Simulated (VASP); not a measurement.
Runs of VASP 6.6.1 on Sb. The structure is that of space group P6_3/mmc (No. 194), or close to it. The cells are those of the table. This isn't the form of Sb at room conditions, which is rhombohedral.

| cell | k mesh | gap on the mesh (eV) | pressure (GPa) |
| --- | --- | --- | --- |
| a = 3.404, b = 3.404, c = 11.679 Å, angles 90.0, 90.0, 120.0°, 4 atoms | 12 × 12 × 3 | none | (a) |
| a = 3.361, b = 3.361, c = 11.533 Å, angles 90.0, 90.0, 120.0°, 4 atoms | 12 × 12 × 3 | none | -2.1 |
| a = 3.317, b = 3.317, c = 11.383 Å, angles 90.0, 90.0, 120.0°, 4 atoms | 14 × 14 × 4 | none | 0.0 |
| a = 3.179, b = 3.179, c = 10.908 Å, angles 90.0, 90.0, 120.0°, 4 atoms | 12 × 12 × 3 | none | 10.9 |
| a = 3.317, b = 3.317, c = 11.383 Å, angles 90.0, 90.0, 120.0°, 4 atoms | 11 × 11 × 3 | none | (b) |

Alike in all rows: task single point; level r2SCAN; potentials or basis VASP PAW PBE potentials, release 64 (Sb); no spin polarisation; cutoff (eV) 520; smearing fermi-dirac 0.1 eV.

Problem. Estimate the missing entries.

Solution. (a) -3.9; (b) -0.1.

Caveats: the PAW data sets were made with another functional, which shifts forces and pressure a little; spin-orbit coupling is left out, which moves the levels of the heavy elements; the cell stands under tension (at least some runs); the cell stands under pressure (at least some runs).

A k mesh can miss the band edges, and the runs leave out spin-orbit coupling on Sb.

A gap of «none» marks levels without a gap at the run's occupations.
